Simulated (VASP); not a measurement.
Input of a VASP 6.6.1 run:

File POSCAR:

```
Bi
1.0
    2.1341392896      1.2321458933      3.4794621704
   -2.1341392896      1.2321458933      3.4794621704
    0.0000000000     -2.4642917866      3.4794621704
Bi
2
Direct
    0.7543723775      0.7543723775      0.7543723775
    0.2456276225      0.2456276225      0.2456276225
```

The input INCAR.step1:

```
PREC = Accurate
ENCUT = 520
ISMEAR = -1
SIGMA = 0.05
LREAL = F
LASPH = T
NELM = 100
NBANDS = 22
GGA = PE
ALGO = Normal
EDIFF = 1E-4
LWAVE = T
LCHARG = F
```

File INCAR.step2:

```
PREC = Accurate
ENCUT = 520
EDIFF = 1E-6
ISMEAR = -1
SIGMA = 0.05
LREAL = F
LASPH = T
NELM = 100
ALGO = Normal
ISIF = 2
LWAVE = F
LCHARG = F
METAGGA = R2SCAN
LMIXTAU = T
NBANDS = 22
ISTART = 1
```

KPOINTS

```
Automatic mesh
0
Gamma
  7 7 7
```

Potentials or basis: VASP PAW PBE potentials, release 64 (Bi_d).

Launch:

```console
$ cat potpaw_PBE.64/Bi_d/POTCAR > POTCAR
$ cp INCAR.step1 INCAR
$ mpirun -np 1 vasp_std > vasp.out
$ cp INCAR.step2 INCAR
$ mpirun -np 1 vasp_std > vasp.out
```

Q: Predict the pressure.

A: 20.0 GPa.

Caveat: the cell stands under pressure; the PAW data sets were made with another functional, which shifts forces and pressure a little.
